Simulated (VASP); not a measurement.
# Co (Im-3m) in VASP: notebook, part 2 of 2

VASP 6.6.1. Earlier steps stand in the parts before.

## Step 5: Single point, PBE, collinear spin, ferromagnetic start

This run uses another cell than the first one, of 11.03 Å³/atom.

The input, INCAR:

```
  PREC = Accurate
  ENCUT = 520
  EDIFF = 1E-6
  ISMEAR = -1
  SIGMA = 0.05
  LREAL = F
  LASPH = T
  NELM = 150
  ALGO = Fast
  ISIF = 2
  LWAVE = F
  LCHARG = T
  ISPIN = 2
  MAGMOM = 2
  LORBIT = 11
  LMAXMIX = 4
  GGA = PE
  LELF = T
  LVHAR = T
  NBANDS = 14
```

The input, KPOINTS:

```
regular mesh
0
Gamma
  13 13 13
```

The input, POSCAR:

```
Co
1.0
   -1.4023200000      1.4023200000      1.4023200000
    1.4023200000     -1.4023200000      1.4023200000
    1.4023200000      1.4023200000     -1.4023200000
Co
1
Direct
    0.0000000000      0.0000000000      0.0000000000
```

Potentials or basis: VASP PAW PBE potentials, release 64 (Co).

Run with:

```
> cat potpaw_PBE.64/Co/POTCAR > POTCAR
> mpirun -np 1 vasp_std > vasp.out
```

OUTCAR:

```text
PREC = Accurate
   ENCUT = 520
   EDIFF = 1E-6
   ISMEAR = -1
   LREAL = F
   LASPH = T
   NELM = 150
   ISIF = 2
   ISPIN = 2
   LORBIT = 11
   GGA = PE

 ion  position               nearest neighbor table
   1  0.000  0.000  0.000-

  LATTYP: Found a body centered cubic cell.
 ALAT       =     2.8046400000

  Lattice vectors:

 A1 = (  -1.4023200000,   1.4023200000,   1.4023200000)
 A2 = (   1.4023200000,  -1.4023200000,   1.4023200000)
 A3 = (   1.4023200000,   1.4023200000,  -1.4023200000)

Analysis of symmetry for initial positions (statically):
=====================================================================
 Subroutine PRICEL returns:
 Original cell was already a primitive cell.

 Routine SETGRP: Setting up the symmetry group for a
 body centered cubic supercell.

 Subroutine GETGRP returns: Found 48 space group operations
 (whereof 48 operations were pure point group operations)
 out of a pool of 48 trial point group operations.

The static configuration has the point symmetry O_h .

Analysis of symmetry for dynamics (positions and initial velocities):
[... 607 lines left out ...]
     13      43.3309      0.00000
     14      43.3309      0.00000
[... 379 lines left out ...]
      3       8.2514      1.00000
      4      10.5240      0.05285
      5      10.8009      0.00022
      6      11.1470      0.00000
      7      23.6439      0.00000
      8      27.7461      0.00000
      9      29.6008      0.00000
     10      37.2132      0.00000
     11      41.4405      0.00000
     12      43.6977      0.00000
     13      45.5796      0.00000
     14      49.2082      0.00000

 [... further k-points ...]

------------------------ aborting loop because EDIFF is reached ----------------------------------------

  FORCE on cell =-STRESS in cart. coord.  units (eV):
  Direction    XX          YY          ZZ          XY          YZ          ZX
  --------------------------------------------------------------------------------------
  -------------------------------------------------------------------------------------
  Total       -0.0223094     -0.0223094     -0.0223094     -0.0000000     -0.0000000      0.0000000
  in kB       -3.2403907     -3.2403907     -3.2403907     -0.0000000     -0.0000000      0.0000000
  external PRESSURE =      -3.2403907 kB  Pullay stress =       0.0000000 kB

 VOLUME and BASIS-vectors are now :
 -----------------------------------------------------------------------------
  energy-cutoff  :      520.00
  volume of cell :       11.03
      direct lattice vectors                 reciprocal lattice vectors
    -1.402320000  1.402320000  1.402320000     0.000000000  0.356552000  0.356552000
     1.402320000 -1.402320000  1.402320000     0.356552000  0.000000000  0.356552000
     1.402320000  1.402320000 -1.402320000     0.356552000  0.356552000  0.000000000

 POSITION                                       TOTAL-FORCE (eV/Angst)
 -----------------------------------------------------------------------------------
      0.00000      0.00000      0.00000         0.000000      0.000000      0.000000
 -----------------------------------------------------------------------------------
    total drift:                                0.000000      0.000000      0.000000

  FREE ENERGIE OF THE ION-ELECTRON SYSTEM (eV)
  ---------------------------------------------------
  free  energy   TOTEN  =        -6.9532562201 eV

  energy  without entropy=       -6.9396206969  energy(sigma->0) =       -6.94643846

 total charge

# of ion       s       p       d       tot
------------------------------------------
    1        0.481   0.516   7.240   8.236

 magnetization (x)

# of ion       s       p       d       tot
------------------------------------------
    1       -0.006  -0.050   1.768   1.713
```

It took 18 s on 1 thread of Intel Xeon Platinum 8559C (Emerald Rapids), shared host; peak memory 0.14 GiB.

Results:

- Free energy: -6.9533 eV
- Pressure: -0.3 GPa
- Net moment: 1.69 μB per cell
- Site moments: Co +1.71 μB
- Valence electrons inside the program's atomic spheres: Co 8.24

## Step 6: Single point, PBE, collinear spin, ferromagnetic start

This run uses another cell than the first one, of 11.25 Å³/atom.

The input, INCAR:

```
SYSTEM = Co
PREC = Accurate ; ENCUT = 520
EDIFF = 1E-7 ; ISMEAR = -1
SIGMA = 0.05 ; LREAL = .False.
LASPH = .True. ; NELM = 150
ALGO = Normal ; ISIF = 2
LWAVE = .False. ; LCHARG = .False.
ISPIN = 2 ; MAGMOM = 2
LORBIT = 11 ; LMAXMIX = 4
GGA = PE ; NBANDS = 14
```

The input, KPOINTS:

```
Automatic mesh
0
Gamma
  13 13 13
  0 0 0
```

The input, POSCAR:

```
Co
1.0
   -1.4116071581      1.4116071581      1.4116071581
    1.4116071581     -1.4116071581      1.4116071581
    1.4116071581      1.4116071581     -1.4116071581
Co
1
Direct
    0.0000000000      0.0000000000      0.0000000000
```

Potentials or basis: VASP PAW PBE potentials, release 64 (Co).

Run with:

```
> cat potpaw_PBE.64/Co/POTCAR > POTCAR
> mpirun -np 1 vasp_std > vasp.out
```

It took 18 s on 1 thread of Intel Xeon Platinum 8559C (Emerald Rapids), shared host; peak memory 0.14 GiB.

The run converged. Its results:

```
Free energy                                           : -6.9502 eV
Pressure                                              : -4.1 GPa
Net moment                                            : 1.70 μB per cell
Site moments                                          : Co +1.73 μB
Valence electrons inside the program's atomic spheres : Co 8.20
```

Levels at points of the mesh, in eV from the Fermi level:
Spin up:
```
           k point  band 2  band 3  band 4  band 5  band 6  band 7  band 8  band 9
(0.00, 0.00, 0.00)   -2.98   -2.98   -2.98   -1.95   -1.95   25.02   25.02   25.02
```
Spin down:
| k point | band 1 | band 2 | band 3 | band 4 | band 5 | band 6 | band 7 | band 8 |
| --- | --- | --- | --- | --- | --- | --- | --- | --- |
| (0.00, 0.00, 0.00) | -9.04 | -1.47 | -1.47 | -1.47 | 0.32 | 0.32 | 24.76 | 24.76 |

Caveat: the cell stands under tension.

## Step 7: The runs side by side

| cell | gap on the mesh (eV) | pressure (GPa) | moment (μB) |
| --- | --- | --- | --- |
| a = 2.379 Å, angles 109.5°, 1 atom | none | 15.0 | 1.67 |
| a = 2.396 Å, angles 109.5°, 1 atom | none | 9.5 | 1.68 |
| a = 2.413 Å, angles 109.5°, 1 atom | none | 4.5 | 1.68 |
| a = 2.429 Å, angles 109.5°, 1 atom | none | -0.3 | 1.69 |
| a = 2.445 Å, angles 109.5°, 1 atom | none | -4.1 | 1.70 |

Alike in all rows: task single point; level PBE; potentials or basis VASP PAW PBE potentials, release 64 (Co); spin collinear, ferromagnetic start; k mesh 13 × 13 × 13; cutoff (eV) 520; smearing fermi-dirac 0.05 eV.

Caveats: the cell stands under pressure (at least some runs); the cell stands under tension (at least some runs).

Absolute energies hang on the potentials; compare differences alone.
